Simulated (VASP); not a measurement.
The system is Ir.

```
Ir
1.0
     2.71510    0.00000    0.00000
    -1.35755    2.35135    0.00000
     0.00000    0.00000    4.43467
Ir
2
Direct
  0.33333 0.66667 0.75000
  0.66667 0.33333 0.25000
```

| Item | Value |
| --- | --- |
| Program | VASP 6.6.1 |
| Task | relaxation of cell and atoms |
| Functional | PBE |
| Potentials or basis | VASP PAW PBE potentials, release 64 (Ir) |
| Cutoff | 600 eV |
| k mesh | 8 × 8 × 4 |
| Occupations | gaussian, width 0.05 eV |
| Spin | no spin polarisation |

At the start: pressure 11.7 GPa; volume 14.16 Å³/atom.

Question: Where does the relaxation end?

Answer: Over 7 steps the energy falls by 21.5 meV/atom and the volume is 14.62 Å³/atom (+3.3 %); space group P6_3/mmc (No. 194, to 0.05 Å).

Step by step:
| step | energy change (eV) | largest force (eV/Å) | pressure (GPa) | volume (Å³) |
| --- | --- | --- | --- | --- |
| 1 | 0.0000 | 0.0000 | 11.70 | 28.31 |
| 2 | 0.3214 | 0.0000 | -29.27 | 32.75 |
| 3 | -0.0359 | 0.0000 | -1.26 | 29.32 |
| 4 | -0.0360 | 0.0000 | -0.72 | 29.27 |
| 5 | -0.0425 | 0.0000 | -0.15 | 29.23 |
| 6 | -0.0430 | 0.0000 | -0.29 | 29.24 |
| 7 | -0.0430 | 0.0000 | -0.31 | 29.24 |

Final structure:
```xyz
2
Lattice="2.7662 0.0000 0.0000 -1.3831 2.3956 0.0000 0.0000 0.0000 4.4124" Properties=species:S:1:pos:R:3 pbc="T T T"
Ir    0.0000    1.5971    3.3093
Ir    1.3831    0.7985    1.1031
```
